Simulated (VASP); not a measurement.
# Zn4HO4 (a cell with a defect) in VASP: further runs

The runs below take Zn4HO4 (a cell with a defect) through single point, with PBE.

Everything below comes from runs of VASP 6.6.1. Logs are shortened: lines on timing, memory, paths and dates and some standing lists are left out, and cuts for length are marked.

## 1. The cell of the first run

The cell holds a defect, 9 atoms: a = 5.610 Å, b = 5.610 Å, c = 3.279 Å, α = 90.00°, β = 90.00°, γ = 90.00°.

## 2. Single point, PBE

INCAR reads:

```
PREC = Accurate ; ENCUT = 520
EDIFF = 1E-7 ; ISMEAR = 0
SIGMA = 0.05 ; LREAL = F
LASPH = T ; NELM = 60
ALGO = Normal ; ISIF = 2
LWAVE = F ; LCHARG = F
GGA = PE ; NBANDS = 46
```

KPOINTS reads:

```
regular mesh
0
Gamma
  4 4 8
```

POSCAR reads:

```
Zn4HO4
1.0
    5.6098780345      0.0000000000      0.0000000000
    0.0000000000      5.6098780345      0.0000000000
    0.0000000000      0.0000000000      3.2790255992
Zn O H
4 4 1
Direct
    0.1816262562      0.1816262562      0.5000000000
    0.8183737438      0.8183737438      0.5000000000
    0.6816262562      0.3183737438      0.0000000000
    0.3183737438      0.6816262562      0.0000000000
    0.8184651117      0.1815348883      0.5000000000
    0.1815348883      0.8184651117      0.5000000000
    0.6815348883      0.6815348883      0.0000000000
    0.3184651117      0.3184651117      0.0000000000
    0.9999176225      0.6933737438      0.1250000000
```

Potentials or basis: VASP PAW PBE potentials, release 64 (Zn, O, H).

Command:

```
cat potpaw_PBE.64/Zn/POTCAR potpaw_PBE.64/O/POTCAR potpaw_PBE.64/H/POTCAR > POTCAR
mpirun -np 1 vasp_std > vasp.out
```

OUTCAR:

```text
PREC = Accurate
   ENCUT = 520
   EDIFF = 1E-7
   ISMEAR = 0
   LREAL = F
   LASPH = T
   NELM = 60
   ISIF = 2
   GGA = PE

 ion  position               nearest neighbor table
   1  0.182  0.182  0.500-   8 1.97   8 1.97   5 2.04   6 2.04   2 2.88
   2  0.818  0.818  0.500-   9 1.74   7 1.97   7 1.97   6 2.04   5 2.04   1 2.88
   3  0.682  0.318  0.000-   5 1.97   5 1.97   8 2.04   7 2.04   4 2.88
   4  0.318  0.682  0.000-   9 1.83   6 1.97   6 1.97   7 2.04   8 2.04   3 2.88
   5  0.818  0.182  0.500-   3 1.97   3 1.97   1 2.04   2 2.04
   6  0.182  0.818  0.500-   4 1.97   4 1.97   1 2.04   2 2.04
   7  0.682  0.682  0.000-   2 1.97   2 1.97   4 2.04   3 2.04
   8  0.318  0.318  0.000-   1 1.97   1 1.97   4 2.04   3 2.04
   9  1.000  0.693  0.125-   2 1.74   4 1.83

  LATTYP: Found a simple tetragonal cell.
 ALAT       =     5.6098780345
 C/A-ratio  =     0.5845092494

  Lattice vectors:

 A1 = (   5.6098780345,   0.0000000000,   0.0000000000)
 A2 = (   0.0000000000,   5.6098780345,   0.0000000000)
 A3 = (   0.0000000000,   0.0000000000,   3.2790255992)

Analysis of symmetry for initial positions (statically):
=====================================================================
 Subroutine PRICEL returns:
 Original cell was already a primitive cell.

 Routine SETGRP: Setting up the symmetry group for a
 simple tetragonal supercell.

 Subroutine GETGRP returns: Found  1 space group operations
 (whereof  1 operations were pure point group operations)
 out of a pool of 16 trial point group operations.

The static configuration has the point symmetry C_1 .

Analysis of symmetry for dynamics (positions and initial velocities):
=====================================================================
 Subroutine PRICEL returns:
 Original cell was already a primitive cell.

 Routine SETGRP: Setting up the symmetry group for a
 simple tetragonal supercell.

 Subroutine GETGRP returns: Found  1 space group operations
 (whereof  1 operations were pure point group operations)
 out of a pool of 16 trial point group operations.

The dynamic configuration has the point symmetry C_1 .

 Subroutine INISYM returns: Found  1 space group operations
 (whereof  1 operations are pure point group operations),
 and found     1 'primitive' translations

----------------------------------------------------------------------------------------

                                     Primitive cell

  volume of cell :     103.1933

  direct lattice vectors                    reciprocal lattice vectors
     5.609878035  0.000000000  0.000000000     0.178256995  0.000000000  0.000000000
     0.000000000  5.609878035  0.000000000     0.000000000  0.178256995  0.000000000
     0.000000000  0.000000000  3.279025599     0.000000000  0.000000000  0.304968647

  length of vectors
     5.609878035  5.609878035  3.279025599     0.178256995  0.178256995  0.304968647

  position of ions in fractional coordinates (direct lattice)
     0.181626256  0.181626256  0.500000000
     0.818373744  0.818373744  0.500000000
     0.681626256  0.318373744  0.000000000
     0.318373744  0.681626256  0.000000000
     0.818465112  0.181534888  0.500000000
     0.181534888  0.818465112  0.500000000
     0.681534888  0.681534888  0.000000000
     0.318465112  0.318465112  0.000000000
     0.999917622  0.693373744  0.125000000

  ion indices of the primitive-cell ions
   primitive index   ion index
                 1           1
                 2           2
                 3           3
                 4           4
                 5           5
                 6           6
                 7           7
                 8           8
                 9           9

----------------------------------------------------------------------------------------

 KPOINTS: regular mesh

Automatic generation of k-mesh.
 Grid dimensions read from file:
 generate k-points for:    4    4    8

 Generating k-lattice:

  Cartesian coordinates                     Fractional coordinates (reciprocal lattice)
     0.044564249  0.000000000  0.000000000     0.250000000  0.000000000  0.000000000
     0.000000000  0.044564249  0.000000000     0.000000000  0.250000000  0.000000000
     0.000000000  0.000000000  0.038121081     0.000000000  0.000000000  0.125000000

  Length of vectors
     0.044564249  0.044564249  0.038121081

  Shift w.r.t. Gamma in fractional coordinates (k-lattice)
     0.000000000  0.000000000  0.000000000

 Subroutine IBZKPT returns following result:
 ===========================================

 Found     68 irreducible k-points:

 Following reciprocal coordinates:
            Coordinates               Weight
  0.000000  0.000000  0.000000      1.000000
  0.250000  0.000000  0.000000      2.000000
  0.000000  0.250000  0.000000      2.000000
  0.500000  0.000000  0.000000      1.000000
  0.000000  0.500000  0.000000      1.000000
  0.250000  0.250000  0.000000      2.000000
[... 16 lines left out ...]
 -0.250000  0.500000  0.125000      2.000000
  0.500000 -0.250000  0.125000      2.000000
 [... further k-points ...]
   k-points           NKPTS =     68   k-points in BZ     NKDIM =     68   number of bands    NBANDS=     46
   number of dos      NEDOS =    301   number of ions     NIONS =      9
   total plane-waves  NPLWV =  42336
   dimension x,y,z NGX =    42 NGY =   42 NGZ =   24
   dimension x,y,z NGXF=    84 NGYF=   84 NGZF=   48
   ions per type =               4   4   1
   NGX,Y,Z   is equivalent  to a cutoff of  12.45, 12.45, 12.17 a.u.
   NGXF,Y,Z  is equivalent  to a cutoff of  24.89, 24.89, 24.34 a.u.
 SYSTEM =  unknown system
   PREC   = accura    normal or accurate (medium, high low for compatibility)
   ISTART =      0    job   : 0-new  1-cont  2-samecut
   ICHARG =      2    charge: 1-file 2-atom 10-const
   ISPIN  =      1    spin polarized calculation?
   LNONCOLLINEAR =      F non collinear calculations
   LSORBIT =      F    spin-orbit coupling
   LASPH  =      T    aspherical Exc in radial PAW
   ENCUT  =  520.0 eV  38.22 Ry    6.18 a.u.  10.43 10.43  6.10*2*pi/ulx,y,z
   NELM   =     60;   NELMIN=  2; NELMDL= -5     # of ELM steps
   EDIFF  = 0.1E-06   stopping-criterion for ELM
   LREAL  =      F    real-space projection
   EDIFFG = 0.1E-05   stopping-criterion for IOM
   NSW    =      0    number of steps for IOM
   IBRION =     -1    ionic relax: 0-MD 1-quasi-New 2-CG
   NFREE  =      0    steps in history (QN), initial steepest desc. (CG)
   ISIF   =      2    stress and relaxation
   ISYM   =      2    0-nonsym 1-usesym 2-fastsym
   POTIM  = 0.5000    time-step for ionic-motion
   TEBEG  =    0.0;   TEEND  =   0.0 temperature during run
   PSTRESS=    0.0 pullay stress
   NELECT =      73.0000    total number of electrons
   NUPDOWN=      -1.0000    fix difference up-down
   EMIN   =  10.00;   EMAX   =-10.00  energy-range for DOS
   EFERMI =   0.00;   METHOD = LEGACY
   ISMEAR =     0;   SIGMA  =   0.05  broadening in eV -4-tet -1-fermi 0-gaus
   EFERMI_NEDOS =   21; number of points for ismear=-14 and -15
   IALGO  =     38    algorithm
   IMIX   =      4    mixing-type and parameters
     AMIX     =   0.40;   BMIX     =  1.00
     AMIX_MAG =   1.60;   BMIX_MAG =  1.00
  volume/ion in A,a.u.               =      11.47        77.38
  Fermi-wavevector in a.u.,A,eV,Ry     =   1.458697  2.756539 28.950454  2.127798
  Thomas-Fermi vector in A             =   2.575352
   LORBIT       =      0    0 simple, 1 ext, 2 COOP (PROOUT), +10 PAW based schemes
   GGA     = PE    functional components
   LHFCALC =     F    Hartree Fock is set to
   AEXX    =    0.0000 exact exchange contribution
   IVDW    =     0    specifies the selected vdW correction
   LEPSILON=     F    determine dielectric tensor
   LRPA    =     F    only Hartree local field effects (RPA)
 non-spin polarized calculation
 Gauss-broadening in eV      SIGMA  =   0.05
  energy-cutoff  :      520.00
  volume of cell :      103.19
 maximum number of plane-waves:      2804
 NGX is ok and might be reduce to    42
   NGX = 21   NGY = 21   NGZ = 13

 number of electron      72.9999975 magnetization

 Free energy of the ion-electron system (eV)
  ---------------------------------------------------
  ext. energy  EPLUGINS =         0.00000000
  ---------------------------------------------------
  free energy    TOTEN  =       -36.22539118 eV

  energy without entropy =      -36.22249613  energy(sigma->0) =      -36.22394365

 E-fermi :   2.5368     XC(G=0): -10.6246

 val. band max:        2.5212464811   @ k =   0.5000   0.2500   0.5000
 cond. band min:       2.5411743827   @ k =   0.0000  -0.2500   0.2500
 fundamental gap:      0.0199279015
 Fermi energy:         2.5368179562

 k-point     1 :       0.0000    0.0000    0.0000
  band No.  band energies     occupation
      1     -17.2663      2.00000
      2     -16.6608      2.00000
      3     -16.3783      2.00000
      4     -16.1567      2.00000
      5      -5.8851      2.00000
      6      -5.2849      2.00000
[... 38 lines left out ...]
     45      10.8207      0.00000
     46      12.3337      0.00000

 k-point     2 :       0.2500    0.0000    0.0000
  band No.  band energies     occupation
      1     -17.1880      2.00000
      2     -16.7547      2.00000
      3     -16.3424      2.00000
      4     -16.1820      2.00000
      5      -6.0632      2.00000
      6      -5.3434      2.00000
[... 38 lines left out ...]
     45      11.2966      0.00000
     46      11.7323      0.00000

 k-point     3 :       0.0000    0.2500    0.0000
  band No.  band energies     occupation
      1     -17.2138      2.00000
      2     -16.6878      2.00000
      3     -16.4230      2.00000
      4     -16.1416      2.00000
      5      -5.9057      2.00000
      6      -5.3339      2.00000
[... 1018 lines left out ...]
     45      10.3107      0.00000
     46      11.1937      0.00000

 k-point    24 :       0.5000   -0.2500    0.1250
  band No.  band energies     occupation
      1     -16.9652      2.00000
      2     -16.8582      2.00000
      3     -16.2778      2.00000
      4     -16.2446      2.00000
      5      -6.2460      2.00000
      6      -5.3684      2.00000
[... 38 lines left out ...]
     45      10.6895      0.00000
     46      11.1652      0.00000

 [... further k-points ...]
[... 5 lines left out ...]
  --------------------------------------------------------------------------------------
  -------------------------------------------------------------------------------------
  Total        4.0290909      2.5331239      5.1113099     -0.1329986      0.7879483      0.0693796
  in kB       62.5555720     39.3292240     79.3580797     -2.0649332     12.2336674      1.0771861
  external PRESSURE =      60.4142919 kB  Pullay stress =       0.0000000 kB

 VOLUME and BASIS-vectors are now :
 -----------------------------------------------------------------------------
  energy-cutoff  :      520.00
  volume of cell :      103.19
      direct lattice vectors                 reciprocal lattice vectors
     5.609878035  0.000000000  0.000000000     0.178256995  0.000000000  0.000000000
     0.000000000  5.609878035  0.000000000     0.000000000  0.178256995  0.000000000
     0.000000000  0.000000000  3.279025599     0.000000000  0.000000000  0.304968647

 POSITION                                       TOTAL-FORCE (eV/Angst)
 -----------------------------------------------------------------------------------
      1.01890      1.01890      1.63951         0.005881      0.207385     -0.011775
      4.59098      4.59098      1.63951        -0.360167      0.443095      0.569281
      3.82384      1.78604      0.00000        -0.022446     -0.231229     -0.002524
      1.78604      3.82384      0.00000         0.127292     -0.415709     -0.169872
      4.59149      1.01839      1.63951        -0.050800     -0.117714      0.026871
      1.01839      4.59149      1.63951         0.649588      0.500163      0.466978
      3.82333      3.82333      0.00000        -0.880439     -0.017139     -0.387912
      1.78655      1.78655      0.00000         0.207625     -0.065416      0.001326
      5.60942      3.88974      0.40988         0.323466     -0.303436     -0.492372
 -----------------------------------------------------------------------------------
    total drift:                               -0.000100      0.000159      0.000037

  FREE ENERGIE OF THE ION-ELECTRON SYSTEM (eV)
  ---------------------------------------------------
  free  energy   TOTEN  =       -36.2253911777 eV

  energy  without entropy=      -36.2224961287  energy(sigma->0) =      -36.22394365
```

Run time: 3.1 min. Hardware: 1 thread of Intel Xeon 6975P-C (Granite Rapids), shared host; peak memory 0.35 GiB.

Results:

| Item | Value |
| --- | --- |
| Free energy | -36.2254 eV |
| Pressure | 6.0 GPa |
| Largest force | 0.962 eV/Å |
| Band gap on the k mesh | zero (an odd number of electrons rules out a gap without spin polarisation) |

Forces in eV/Å, atoms in the order of the input:
```
Zn   0.006  0.207 -0.012
Zn  -0.360  0.443  0.569
Zn  -0.022 -0.231 -0.003
Zn   0.127 -0.416 -0.170
O   -0.051 -0.118  0.027
O    0.650  0.500  0.467
O   -0.880 -0.017 -0.388
O    0.208 -0.065  0.001
H    0.323 -0.303 -0.492
```

Caveat: an odd number of electrons without spin polarisation forces a metal; a magnetic or distorted state may lie lower.

[end of part 1 of 2]
